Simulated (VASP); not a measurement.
# Sn3SeS2 (P-3m1) in VASP: single point with PBE

Aim: the single point of Sn3SeS2 with PBE.

All numbers are computed with VASP 6.6.1; they aren't measurements. Logs are shortened: lines on timing, memory, paths and dates and some standing lists are left out, and cuts for length are marked.

## 1. The cell of the first run

Symmetry: P-3m1, No. 164, trigonal system. Conventional cell: a = 4.187 Å, b = 4.187 Å, c = 10.248 Å, α = 90.00°, β = 90.00°, γ = 120.00°. Sn (site symmetry 3m) has 3 S at 2.93 Å and 3 Se at 3.01 Å within 3.9 Å. Within 3.9 Å of Sn (site symmetry -3m) lie 6 S at 2.93 Å. Se (site symmetry -3m) has 6 Sn at 3.01 Å within 4.0 Å. S (site symmetry 3m) has 6 Sn at 2.93 Å within 3.9 Å.

## 2. Single point, PBE

The input, INCAR:

```
ALGO     = Normal         # electronic algorithm
EDIFF    = 1E-6           # SCF threshold, eV
ENCUT    = 520            # plane-wave cutoff, eV
GGA      = PE             # functional
ISIF     = 2              # what is computed and relaxed
ISMEAR   = 0              # smearing method
LASPH    = T              # aspherical terms in the spheres
LCHARG   = F              # write CHGCAR
LREAL    = F              # projectors in reciprocal space
LWAVE    = F              # write WAVECAR
NBANDS   = 39             # bands
NELM     = 100            # most SCF steps
PREC     = Accurate       # precision mode
SIGMA    = 0.02           # smearing width, eV
```

The input, KPOINTS:

```
k-points
0
Gamma
  12 12 4
```

The input, POSCAR:

```
Sn3SeS2
1.0
    4.1868804940      0.0000000000      0.0000000000
   -2.0934402470      3.6259448704      0.0000000000
    0.0000000000      0.0000000000     10.2482026608
Sn Se S
3 1 2
Direct
    0.6666666667      0.3333333333      0.8242870865
    0.0000000000      0.0000000000      0.5000000000
    0.3333333333      0.6666666667      0.1757129135
    0.0000000000      0.0000000000      0.0000000000
    0.3333333333      0.6666666667      0.6622190970
    0.6666666667      0.3333333333      0.3377809030
```

Potentials or basis: VASP PAW PBE potentials, release 64 (Sn_d, Se, S).

The run is started by

```
$ cat potpaw_PBE.64/Sn_d/POTCAR potpaw_PBE.64/Se/POTCAR potpaw_PBE.64/S/POTCAR > POTCAR
$ mpirun -np 1 vasp_std > vasp.out
```

OUTCAR:

```text
EDIFF = 1E-6
   ENCUT = 520
   GGA = PE
   ISIF = 2
   ISMEAR = 0
   LASPH = T
   LREAL = F
   NELM = 100
   PREC = Accurate

 ion  position               nearest neighbor table
   1  0.667  0.333  0.824-   5 2.93   5 2.93   5 2.93   4 3.01   4 3.01   4 3.01
   2  0.000  0.000  0.500-   5 2.93   6 2.93   5 2.93   6 2.93   6 2.93   5 2.93
   3  0.333  0.667  0.176-   6 2.93   6 2.93   6 2.93   4 3.01   4 3.01   4 3.01
   4  0.000  0.000  0.000-   1 3.01   3 3.01   3 3.01   1 3.01   1 3.01   3 3.01
   5  0.333  0.667  0.662-   1 2.93   1 2.93   1 2.93   2 2.93   2 2.93   2 2.93
   6  0.667  0.333  0.338-   3 2.93   3 2.93   3 2.93   2 2.93   2 2.93   2 2.93

  LATTYP: Found a hexagonal cell.
 ALAT       =     4.1868804940
 C/A-ratio  =     2.4476940948

  Lattice vectors:

 A1 = (   4.1868804940,   0.0000000000,   0.0000000000)
 A2 = (  -2.0934402470,   3.6259448704,   0.0000000000)
 A3 = (   0.0000000000,   0.0000000000,  10.2482026608)

Analysis of symmetry for initial positions (statically):
=====================================================================
 Subroutine PRICEL returns:
 Original cell was already a primitive cell.

 Routine SETGRP: Setting up the symmetry group for a
 hexagonal supercell.

 Subroutine GETGRP returns: Found 12 space group operations
 (whereof 12 operations were pure point group operations)
 out of a pool of 24 trial point group operations.

The static configuration has the point symmetry D_3d.

Analysis of symmetry for dynamics (positions and initial velocities):
=====================================================================
 Subroutine PRICEL returns:
 Original cell was already a primitive cell.

 Routine SETGRP: Setting up the symmetry group for a
 hexagonal supercell.

 Subroutine GETGRP returns: Found 12 space group operations
 (whereof 12 operations were pure point group operations)
 out of a pool of 24 trial point group operations.

The dynamic configuration has the point symmetry D_3d.

 Subroutine INISYM returns: Found 12 space group operations
 (whereof 12 operations are pure point group operations),
 and found     1 'primitive' translations

----------------------------------------------------------------------------------------

                                     Primitive cell

  volume of cell :     155.5820

  direct lattice vectors                    reciprocal lattice vectors
     4.186880494  0.000000000  0.000000000     0.238841305  0.137895092  0.000000000
    -2.093440247  3.625944870  0.000000000     0.000000000  0.275790183  0.000000000
     0.000000000  0.000000000 10.248202661     0.000000000  0.000000000  0.097578086

  length of vectors
     4.186880494  4.186880494 10.248202661     0.275790183  0.275790183  0.097578086

  position of ions in fractional coordinates (direct lattice)
     0.666666667  0.333333333  0.824287087
     0.000000000  0.000000000  0.500000000
     0.333333333  0.666666667  0.175712913
     0.000000000  0.000000000  0.000000000
     0.333333333  0.666666667  0.662219097
     0.666666667  0.333333333  0.337780903

  ion indices of the primitive-cell ions
   primitive index   ion index
                 1           1
                 2           2
                 3           3
                 4           4
                 5           5
                 6           6

----------------------------------------------------------------------------------------

 KPOINTS: k-points

Automatic generation of k-mesh.
 Grid dimensions read from file:
 generate k-points for:   12   12    4

 Generating k-lattice:

  Cartesian coordinates                     Fractional coordinates (reciprocal lattice)
     0.019903442  0.011491258  0.000000000     0.083333333  0.000000000  0.000000000
     0.000000000  0.022982515  0.000000000     0.000000000  0.083333333  0.000000000
     0.000000000  0.000000000  0.024394521     0.000000000  0.000000000  0.250000000

  Length of vectors
     0.022982515  0.022982515  0.024394521

  Shift w.r.t. Gamma in fractional coordinates (k-lattice)
     0.000000000  0.000000000  0.000000000

 Subroutine IBZKPT returns following result:
 ===========================================

 Found     69 irreducible k-points:

 Following reciprocal coordinates:
            Coordinates               Weight
  0.000000  0.000000  0.000000      1.000000
  0.083333  0.000000  0.000000      6.000000
  0.166667  0.000000  0.000000      6.000000
  0.250000  0.000000  0.000000      6.000000
  0.333333  0.000000  0.000000      6.000000
  0.416667  0.000000  0.000000      6.000000
[... 16 lines left out ...]
  0.166667  0.000000  0.250000      6.000000
  0.000000  0.166667  0.250000      6.000000
 [... further k-points ...]
   k-points           NKPTS =     69   k-points in BZ     NKDIM =     69   number of bands    NBANDS=     39
   number of dos      NEDOS =    301   number of ions     NIONS =      6
   total plane-waves  NPLWV =  81920
   dimension x,y,z NGX =    32 NGY =   32 NGZ =   80
   dimension x,y,z NGXF=    64 NGYF=   64 NGZF=  160
   ions per type =               3   1   2
   NGX,Y,Z   is equivalent  to a cutoff of  12.71, 12.71, 12.98 a.u.
   NGXF,Y,Z  is equivalent  to a cutoff of  25.41, 25.41, 25.96 a.u.
 SYSTEM =  unknown system
   PREC   = accura    normal or accurate (medium, high low for compatibility)
   ISTART =      0    job   : 0-new  1-cont  2-samecut
   ICHARG =      2    charge: 1-file 2-atom 10-const
   ISPIN  =      1    spin polarized calculation?
   LNONCOLLINEAR =      F non collinear calculations
   LSORBIT =      F    spin-orbit coupling
   LASPH  =      T    aspherical Exc in radial PAW
   ENCUT  =  520.0 eV  38.22 Ry    6.18 a.u.   7.78  7.78 19.05*2*pi/ulx,y,z
   NELM   =    100;   NELMIN=  2; NELMDL= -5     # of ELM steps
   EDIFF  = 0.1E-05   stopping-criterion for ELM
   LREAL  =      F    real-space projection
   EDIFFG = 0.1E-04   stopping-criterion for IOM
   NSW    =      0    number of steps for IOM
   IBRION =     -1    ionic relax: 0-MD 1-quasi-New 2-CG
   NFREE  =      0    steps in history (QN), initial steepest desc. (CG)
   ISIF   =      2    stress and relaxation
   ISYM   =      2    0-nonsym 1-usesym 2-fastsym
   POTIM  = 0.5000    time-step for ionic-motion
   TEBEG  =    0.0;   TEEND  =   0.0 temperature during run
   PSTRESS=    0.0 pullay stress
   NELECT =      60.0000    total number of electrons
   NUPDOWN=      -1.0000    fix difference up-down
   EMIN   =  10.00;   EMAX   =-10.00  energy-range for DOS
   EFERMI =   0.00;   METHOD = LEGACY
   ISMEAR =     0;   SIGMA  =   0.02  broadening in eV -4-tet -1-fermi 0-gaus
   EFERMI_NEDOS =   21; number of points for ismear=-14 and -15
   IALGO  =     38    algorithm
   IMIX   =      4    mixing-type and parameters
     AMIX     =   0.40;   BMIX     =  1.00
     AMIX_MAG =   1.60;   BMIX_MAG =  1.00
  volume/ion in A,a.u.               =      25.93       174.99
  Fermi-wavevector in a.u.,A,eV,Ry     =   1.191623  2.251840 19.319791  1.419965
  Thomas-Fermi vector in A             =   2.327680
   LORBIT       =      0    0 simple, 1 ext, 2 COOP (PROOUT), +10 PAW based schemes
   GGA     = PE    functional components
   LHFCALC =     F    Hartree Fock is set to
   AEXX    =    0.0000 exact exchange contribution
   IVDW    =     0    specifies the selected vdW correction
   LEPSILON=     F    determine dielectric tensor
   LRPA    =     F    only Hartree local field effects (RPA)
 non-spin polarized calculation
 Gauss-broadening in eV      SIGMA  =   0.02
  energy-cutoff  :      520.00
  volume of cell :      155.58
 maximum number of plane-waves:      4212
   NGX = 15   NGY = 15   NGZ = 39

 number of electron      60.0000002 magnetization

 Free energy of the ion-electron system (eV)
  ---------------------------------------------------
  ext. energy  EPLUGINS =         0.00000000
  ---------------------------------------------------
  free energy    TOTEN  =       -25.75078828 eV

  energy without entropy =      -25.75078828  energy(sigma->0) =      -25.75078828

 E-fermi :   6.1308     XC(G=0):  -9.6367

 val. band max:        6.0035893846   @ k =   0.0000   0.0000   0.5000
 cond. band min:       6.4278089852   @ k =   0.0833   0.0000   0.2500
 fundamental gap:      0.4242196006
 Fermi energy:         6.1308369722

 k-point     1 :       0.0000    0.0000    0.0000
  band No.  band energies     occupation
      1     -15.6679      2.00000
      2     -15.6645      2.00000
      3     -15.6645      2.00000
      4     -15.6620      2.00000
      5     -15.6620      2.00000
      6     -15.6581      2.00000
[... 31 lines left out ...]
     38      10.5293      0.00000
     39      10.5403      0.00000

 k-point     2 :       0.0833    0.0000    0.0000
  band No.  band energies     occupation
      1     -15.6676      2.00000
      2     -15.6650      2.00000
      3     -15.6634      2.00000
      4     -15.6626      2.00000
      5     -15.6619      2.00000
      6     -15.6586      2.00000
[... 31 lines left out ...]
     38      10.2541      0.00000
     39      10.2855      0.00000

 k-point     3 :       0.1667    0.0000    0.0000
  band No.  band energies     occupation
      1     -15.6683      2.00000
      2     -15.6662      2.00000
      3     -15.6632      2.00000
      4     -15.6620      2.00000
      5     -15.6603      2.00000
      6     -15.6602      2.00000
[... 31 lines left out ...]
     38       9.7654      0.00000
     39       9.8141      0.00000

 k-point     4 :       0.2500    0.0000    0.0000
  band No.  band energies     occupation
      1     -15.6729      2.00000
      2     -15.6676      2.00000
      3     -15.6628      2.00000
      4     -15.6625      2.00000
      5     -15.6617      2.00000
      6     -15.6581      2.00000
[... 31 lines left out ...]
     38       9.8487      0.00000
     39      10.1073      0.00000
[... 754 lines left out ...]
     38      10.3109      0.00000
     39      10.3159      0.00000

 k-point    23 :       0.1667    0.0000    0.2500
  band No.  band energies     occupation
      1     -15.6682      2.00000
      2     -15.6662      2.00000
      3     -15.6634      2.00000
      4     -15.6622      2.00000
      5     -15.6606      2.00000
      6     -15.6605      2.00000
[... 31 lines left out ...]
     38       9.6387      0.00000
     39       9.7189      0.00000

 k-point    24 :       0.0000    0.1667    0.2500
  band No.  band energies     occupation
      1     -15.6687      2.00000
      2     -15.6664      2.00000
      3     -15.6633      2.00000
      4     -15.6615      2.00000
      5     -15.6600      2.00000
      6     -15.6584      2.00000
[... 31 lines left out ...]
     38      10.2413      0.00000
     39      10.2656      0.00000

 [... further k-points ...]
[... 5 lines left out ...]
  --------------------------------------------------------------------------------------
  -------------------------------------------------------------------------------------
  Total       -0.0328453     -0.0328453     -0.0339433     -0.0000000      0.0000000      0.0000000
  in kB       -0.3382395     -0.3382395     -0.3495469     -0.0000000      0.0000000      0.0000000
  external PRESSURE =      -0.3420086 kB  Pullay stress =       0.0000000 kB

 VOLUME and BASIS-vectors are now :
 -----------------------------------------------------------------------------
  energy-cutoff  :      520.00
  volume of cell :      155.58
      direct lattice vectors                 reciprocal lattice vectors
     4.186880494  0.000000000  0.000000000     0.238841305  0.137895092  0.000000000
    -2.093440247  3.625944870  0.000000000     0.000000000  0.275790183  0.000000000
     0.000000000  0.000000000 10.248202661     0.000000000  0.000000000  0.097578086

 POSITION                                       TOTAL-FORCE (eV/Angst)
 -----------------------------------------------------------------------------------
      2.09344      1.20865      8.44746        -0.000000     -0.000000     -0.000815
      0.00000      0.00000      5.12410         0.000000      0.000000      0.000000
     -0.00000      2.41730      1.80074        -0.000000      0.000000      0.000815
      0.00000      0.00000      0.00000         0.000000      0.000000      0.000000
     -0.00000      2.41730      6.78656         0.000000     -0.000000     -0.000405
      2.09344      1.20865      3.46165         0.000000      0.000000      0.000405
 -----------------------------------------------------------------------------------
    total drift:                               -0.000000      0.000000      0.000000

  FREE ENERGIE OF THE ION-ELECTRON SYSTEM (eV)
  ---------------------------------------------------
  free  energy   TOTEN  =       -25.7507882787 eV

  energy  without entropy=      -25.7507882787  energy(sigma->0) =      -25.75078828
```

It took 4.9 min on 1 thread of Intel Xeon Platinum 8259CL at 2.50GHz (Skylake/Cascade Lake), shared host; peak memory 0.5 GiB.

What came out:

```yaml
Free_energy: -25.7508 eV
Pressure: 0.0 GPa
Band_gap_on_the_k_mesh: 0.42 eV, indirect (least direct gap 0.50 eV)
```

Caveat: spin-orbit coupling is left out, which moves the levels of the heavy elements. A k mesh can miss the band edges.
